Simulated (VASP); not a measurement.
# C (Fd-3m) in VASP: notebook

The runs below take C through single point, with r2SCAN.

Everything below comes from runs of VASP 6.6.1. Logs are shortened: lines on timing, memory, paths and dates and some standing lists are left out, and cuts for length are marked.

**1. The cell of the first run**

Symmetry: Fd-3m, No. 227, cubic system. Conventional cell: a = 3.567 Å, b = 3.567 Å, c = 3.567 Å, α = 90.00°, β = 90.00°, γ = 90.00°. C (site symmetry -43m) has 4 C at 1.54 Å within 2.1 Å.

**2. Single point, r2SCAN**

Input file POSCAR:

```
C
1.0
    0.0000000000      1.7833900000      1.7833900000
    1.7833900000      0.0000000000      1.7833900000
    1.7833900000      1.7833900000      0.0000000000
C
2
Direct
    0.5000000000      0.5000000000      0.5000000000
    0.7500000000      0.7500000000      0.7500000000
```

Input file INCAR.step1:

```
PREC = Accurate
ENCUT = 520
ISMEAR = -1
SIGMA = 0.1
LREAL = F
LASPH = T
NELM = 60
NBANDS = 11
GGA = PE
ALGO = Normal
EDIFF = 1E-4
LWAVE = T
LCHARG = F
```

Input file INCAR.step2:

```
PREC = Accurate
ENCUT = 520
EDIFF = 1E-7
ISMEAR = -1
SIGMA = 0.1
LREAL = F
LASPH = T
NELM = 60
ALGO = Normal
ISIF = 2
LWAVE = F
LCHARG = F
METAGGA = R2SCAN
LMIXTAU = T
NBANDS = 11
ISTART = 1
```

Input file KPOINTS:

```
Automatic mesh
0
Gamma
  12 12 12
```

Potentials or basis: VASP PAW PBE potentials, release 64 (C).

Command:

```sh
cat potpaw_PBE.64/C/POTCAR > POTCAR
cp INCAR.step1 INCAR
mpirun -np 1 vasp_std > vasp.out
cp INCAR.step2 INCAR
mpirun -np 1 vasp_std > vasp.out
```

OUTCAR:

```text
PREC = Accurate
   ENCUT = 520
   EDIFF = 1E-7
   ISMEAR = -1
   LREAL = F
   LASPH = T
   NELM = 60
   ISIF = 2
   METAGGA = R2SCAN
   ISTART = 1

 ion  position               nearest neighbor table
   1  0.500  0.500  0.500-   2 1.54   2 1.54   2 1.54   2 1.54
   2  0.750  0.750  0.750-   1 1.54   1 1.54   1 1.54   1 1.54

  LATTYP: Found a face centered cubic cell.
 ALAT       =     3.5667800000

  Lattice vectors:

 A1 = (   0.0000000000,   1.7833900000,   1.7833900000)
 A2 = (   1.7833900000,   0.0000000000,   1.7833900000)
 A3 = (   1.7833900000,   1.7833900000,   0.0000000000)

Analysis of symmetry for initial positions (statically):
=====================================================================
 Subroutine PRICEL returns:
 Original cell was already a primitive cell.

 Routine SETGRP: Setting up the symmetry group for a
 face centered cubic supercell.

 Subroutine GETGRP returns: Found 48 space group operations
 (whereof 24 operations were pure point group operations)
 out of a pool of 48 trial point group operations.

The static configuration has the point symmetry T_d .
 The point group associated with its full space group is O_h .

Analysis of symmetry for dynamics (positions and initial velocities):
=====================================================================
 Subroutine PRICEL returns:
 Original cell was already a primitive cell.

 Routine SETGRP: Setting up the symmetry group for a
 face centered cubic supercell.

 Subroutine GETGRP returns: Found 48 space group operations
 (whereof 24 operations were pure point group operations)
 out of a pool of 48 trial point group operations.

The dynamic configuration has the point symmetry T_d .
 The point group associated with its full space group is O_h .

 Subroutine INISYM returns: Found 48 space group operations
 (whereof 24 operations are pure point group operations),
 and found     1 'primitive' translations

----------------------------------------------------------------------------------------

                                     Primitive cell

  volume of cell :      11.3441

  direct lattice vectors                    reciprocal lattice vectors
     0.000000000  1.783390000  1.783390000    -0.280364923  0.280364923  0.280364923
     1.783390000  0.000000000  1.783390000     0.280364923 -0.280364923  0.280364923
     1.783390000  1.783390000  0.000000000     0.280364923  0.280364923 -0.280364923

  length of vectors
     2.522094325  2.522094325  2.522094325     0.485606291  0.485606291  0.485606291

  position of ions in fractional coordinates (direct lattice)
     0.500000000  0.500000000  0.500000000
     0.750000000  0.750000000  0.750000000

  ion indices of the primitive-cell ions
   primitive index   ion index
                 1           1
                 2           2

----------------------------------------------------------------------------------------

 KPOINTS: Automatic mesh

Automatic generation of k-mesh.
 Grid dimensions read from file:
 generate k-points for:   12   12   12

 Generating k-lattice:

  Cartesian coordinates                     Fractional coordinates (reciprocal lattice)
    -0.023363744  0.023363744  0.023363744     0.083333333  0.000000000  0.000000000
     0.023363744 -0.023363744  0.023363744     0.000000000  0.083333333  0.000000000
     0.023363744  0.023363744 -0.023363744     0.000000000  0.000000000  0.083333333

  Length of vectors
     0.040467191  0.040467191  0.040467191

  Shift w.r.t. Gamma in fractional coordinates (k-lattice)
     0.000000000  0.000000000  0.000000000

 Subroutine IBZKPT returns following result:
 ===========================================

 Found     72 irreducible k-points:

 Following reciprocal coordinates:
            Coordinates               Weight
  0.000000  0.000000  0.000000      1.000000
  0.083333  0.000000  0.000000      8.000000
  0.166667  0.000000  0.000000      8.000000
  0.250000  0.000000  0.000000      8.000000
  0.333333  0.000000  0.000000      8.000000
  0.416667  0.000000  0.000000      8.000000
[... 16 lines left out ...]
  0.500000  0.166667  0.000000     24.000000
 -0.416667  0.166667  0.000000     24.000000
 [... further k-points ...]
   k-points           NKPTS =     72   k-points in BZ     NKDIM =     72   number of bands    NBANDS=     11
   number of dos      NEDOS =    301   number of ions     NIONS =      2
   total plane-waves  NPLWV =   8000
   dimension x,y,z NGX =    20 NGY =   20 NGZ =   20
   dimension x,y,z NGXF=    40 NGYF=   40 NGZF=   40
   ions per type =               2
   NGX,Y,Z   is equivalent  to a cutoff of  13.18, 13.18, 13.18 a.u.
   NGXF,Y,Z  is equivalent  to a cutoff of  26.37, 26.37, 26.37 a.u.
 SYSTEM =  unknown system
   PREC   = accura    normal or accurate (medium, high low for compatibility)
   ISTART =      1    job   : 0-new  1-cont  2-samecut
   ICHARG =      0    charge: 1-file 2-atom 10-const
   ISPIN  =      1    spin polarized calculation?
   LNONCOLLINEAR =      F non collinear calculations
   LSORBIT =      F    spin-orbit coupling
   LASPH  =      T    aspherical Exc in radial PAW
   ENCUT  =  520.0 eV  38.22 Ry    6.18 a.u.   4.69  4.69  4.69*2*pi/ulx,y,z
   NELM   =     60;   NELMIN=  2; NELMDL=  0     # of ELM steps
   EDIFF  = 0.1E-06   stopping-criterion for ELM
   LREAL  =      F    real-space projection
   EDIFFG = 0.1E-05   stopping-criterion for IOM
   NSW    =      0    number of steps for IOM
   IBRION =     -1    ionic relax: 0-MD 1-quasi-New 2-CG
   NFREE  =      0    steps in history (QN), initial steepest desc. (CG)
   ISIF   =      2    stress and relaxation
   ISYM   =      2    0-nonsym 1-usesym 2-fastsym
   POTIM  = 0.5000    time-step for ionic-motion
   TEBEG  =    0.0;   TEEND  =   0.0 temperature during run
   PSTRESS=    0.0 pullay stress
   NELECT =       8.0000    total number of electrons
   NUPDOWN=      -1.0000    fix difference up-down
   EMIN   =  10.00;   EMAX   =-10.00  energy-range for DOS
   EFERMI =   0.00;   METHOD = LEGACY
   ISMEAR =    -1;   SIGMA  =   0.10  broadening in eV -4-tet -1-fermi 0-gaus
   EFERMI_NEDOS =   21; number of points for ismear=-14 and -15
   IALGO  =     38    algorithm
   IMIX   =      4    mixing-type and parameters
     AMIX     =   0.40;   BMIX     =  1.00
     AMIX_MAG =   1.60;   BMIX_MAG =  1.00
  volume/ion in A,a.u.               =       5.67        38.28
  Fermi-wavevector in a.u.,A,eV,Ry     =   1.457187  2.753683 28.890513  2.123393
  Thomas-Fermi vector in A             =   2.574017
   LORBIT       =      0    0 simple, 1 ext, 2 COOP (PROOUT), +10 PAW based schemes
   METAGGA = R2SCAN    functional components
   LHFCALC =     F    Hartree Fock is set to
   AEXX    =    0.0000 exact exchange contribution
   IVDW    =     0    specifies the selected vdW correction
   LEPSILON=     F    determine dielectric tensor
   LRPA    =     F    only Hartree local field effects (RPA)
 non-spin polarized calculation
  energy-cutoff  :      520.00
  volume of cell :       11.34
 maximum number of plane-waves:       316
   NGX =  9   NGY =  9   NGZ =  9

 number of electron       7.9999999 magnetization

 Free energy of the ion-electron system (eV)
  ---------------------------------------------------
  ext. energy  EPLUGINS =         0.00000000
  ---------------------------------------------------
  free energy    TOTEN  =       -19.65727841 eV

  energy without entropy =      -19.65727841  energy(sigma->0) =      -19.65727841

 E-fermi :  11.5635     XC(G=0): -14.2578

 val. band max:        9.7124193411   @ k =   0.0000   0.0000   0.0000
 cond. band min:      14.0547615232   @ k =   0.3333   0.3333   0.0000
 fundamental gap:      4.3423421821
 Fermi energy:        11.5634816372

 k-point     1 :       0.0000    0.0000    0.0000
  band No.  band energies     occupation
      1     -12.9826      2.00000
      2       9.7124      2.00000
      3       9.7124      2.00000
      4       9.7124      2.00000
      5      15.5478      0.00000
      6      15.5478      0.00000
      7      15.5478      0.00000
      8      23.5296      0.00000
      9      30.1055      0.00000
     10      37.1001      0.00000
     11      37.1001      0.00000

 k-point     2 :       0.0833    0.0000    0.0000
  band No.  band energies     occupation
      1     -12.7816      2.00000
      2       8.3958      2.00000
      3       9.3675      2.00000
      4       9.3675      2.00000
      5      16.0002      0.00000
      6      16.0002      0.00000
      7      16.3154      0.00000
      8      23.7339      0.00000
      9      30.4499      0.00000
     10      35.0493      0.00000
     11      35.0493      0.00000

 k-point     3 :       0.1667    0.0000    0.0000
  band No.  band energies     occupation
      1     -12.1815      2.00000
      2       5.7039      2.00000
      3       8.6210      2.00000
      4       8.6210      2.00000
      5      16.9806      0.00000
      6      16.9806      0.00000
      7      17.4505      0.00000
      8      24.3221      0.00000
      9      31.1688      0.00000
     10      33.4097      0.00000
     11      33.4097      0.00000

 k-point     4 :       0.2500    0.0000    0.0000
  band No.  band energies     occupation
      1     -11.1918      2.00000
      2       2.7078      2.00000
      3       7.8535      2.00000
      4       7.8535      2.00000
      5      17.8905      0.00000
      6      17.8905      0.00000
      7      18.1946      0.00000
      8      25.1398      0.00000
      9      31.6064      0.00000
     10      33.0039      0.00000
     11      33.0039      0.00000

 k-point     5 :       0.3333    0.0000    0.0000
  band No.  band energies     occupation
      1      -9.8377      2.00000
      2      -0.2132      2.00000
      3       7.2451      2.00000
      4       7.2451      2.00000
      5      18.4031      0.00000
      6      18.4031      0.00000
      7      18.5917      0.00000
      8      25.8836      0.00000
      9      31.8416      0.00000
     10      33.9243      0.00000
     11      33.9243      0.00000
[... 211 lines left out ...]
 k-point    21 :       0.3333    0.1667    0.0000
  band No.  band energies     occupation
      1     -10.0811      2.00000
      2       2.0297      2.00000
      3       5.6472      2.00000
      4       6.0489      2.00000
      5      16.0098      0.00000
      6      21.0276      0.00000
      7      21.1720      0.00000
      8      22.1046      0.00000
      9      31.6728      0.00000
     10      32.6923      0.00000
     11      37.8471      0.00000

 k-point    22 :       0.4167    0.1667    0.0000
  band No.  band energies     occupation
      1      -8.6330      2.00000
      2      -0.6472      2.00000
      3       5.1593      2.00000
      4       5.4159      2.00000
      5      16.7090      0.00000
      6      21.3016      0.00000
      7      21.3457      0.00000
      8      23.1004      0.00000
      9      32.0269      0.00000
     10      33.3961      0.00000
     11      38.3539      0.00000

 k-point    23 :       0.5000    0.1667    0.0000
  band No.  band energies     occupation
      1      -7.0120      2.00000
      2      -2.9637      2.00000
      3       4.4052      2.00000
      4       5.5071      2.00000
      5      17.1548      0.00000
      6      21.0023      0.00000
      7      21.4497      0.00000
      8      24.8362      0.00000
      9      31.0298      0.00000
     10      34.9009      0.00000
     11      37.5602      0.00000

 k-point    24 :      -0.4167    0.1667    0.0000
  band No.  band energies     occupation
      1      -6.5870      2.00000
      2      -3.4792      2.00000
      3       3.8959      2.00000
      4       5.9056      2.00000
      5      17.6147      0.00000
      6      20.4764      0.00000
      7      21.4272      0.00000
      8      26.0985      0.00000
      9      30.2715      0.00000
     10      34.9822      0.00000
     11      35.7120      0.00000

 [... further k-points ...]
[... 5 lines left out ...]
  --------------------------------------------------------------------------------------
  -------------------------------------------------------------------------------------
  Total       -0.0952579     -0.0952579     -0.0952579      0.0000000      0.0000000      0.0000000
  in kB      -13.4537201    -13.4537201    -13.4537201      0.0000000      0.0000000      0.0000000
  external PRESSURE =     -13.4537201 kB  Pullay stress =       0.0000000 kB

 VOLUME and BASIS-vectors are now :
 -----------------------------------------------------------------------------
  energy-cutoff  :      520.00
  volume of cell :       11.34
      direct lattice vectors                 reciprocal lattice vectors
     0.000000000  1.783390000  1.783390000    -0.280364923  0.280364923  0.280364923
     1.783390000  0.000000000  1.783390000     0.280364923 -0.280364923  0.280364923
     1.783390000  1.783390000  0.000000000     0.280364923  0.280364923 -0.280364923

 POSITION                                       TOTAL-FORCE (eV/Angst)
 -----------------------------------------------------------------------------------
      1.78339      1.78339      1.78339         0.000000      0.000000      0.000000
      2.67509      2.67509      2.67509        -0.000000     -0.000000     -0.000000
 -----------------------------------------------------------------------------------
    total drift:                                0.000000     -0.000000      0.000000

  FREE ENERGIE OF THE ION-ELECTRON SYSTEM (eV)
  ---------------------------------------------------
  free  energy   TOTEN  =       -19.6572784109 eV

  energy  without entropy=      -19.6572784108  energy(sigma->0) =      -19.65727841
```

Run time: 36 s. Hardware: 1 thread of Intel Xeon Platinum 8375C at 2.90GHz (Ice Lake), shared host; peak memory 0.12 GiB.

Results:

* Free energy: -19.6573 eV
* Pressure: -1.3 GPa
* Band gap on the k mesh: 4.34 eV, indirect (least direct gap 5.84 eV)

Caveat: the PAW data sets were made with another functional, which shifts forces and pressure a little. r2SCAN opens gaps a little over a GGA but as a rule still falls short of measured ones.

(Continued in part 2 of 2.)
